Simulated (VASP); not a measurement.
Here is a VASP 6.6.1 calculation.

File INCAR:

```
ALGO = Normal ; EDIFF = 1E-6
ENCUT = 520 ; GGA = PE
ISIF = 2 ; ISMEAR = -1
LASPH = T ; LCHARG = T
LELF = T ; LREAL = F
LVHAR = T ; LWAVE = F
NBANDS = 16 ; NELM = 60
PREC = Accurate ; SIGMA = 0.05
```

File KPOINTS:

```
k-points
0
Gamma
  7 7 7
```

POSCAR

```
HgTe
1.0
   -3.0456030000      3.0456030000      1.5594100000
    3.0456030000     -3.0456030000      1.5594100000
    3.0456030000      3.0456030000     -1.5594100000
Hg Te
1 1
Direct
    0.7500000000      0.2500000000      0.5000000000
    0.0000000000      0.0000000000      0.0000000000
```

Potentials or basis: VASP PAW PBE potentials, release 64 (Hg, Te).

The run is started by

```bash
$ cat potpaw_PBE.64/Hg/POTCAR potpaw_PBE.64/Te/POTCAR > POTCAR
$ mpirun -np 1 vasp_std > vasp.out
```

Task: Predict the pressure.

Result: -0.2 GPa.

Task: What does it give for the band gap on the k mesh?

Result: Zero (bands 9 and 10 overlap by 2.76 eV).

Stress tensor (GPa, compression positive):
```
 0.97  0.00  0.00
 0.00  0.97  0.00
 0.00  0.00 -2.45
```

Caveat: spin-orbit coupling is left out, which moves the levels of the heavy elements.
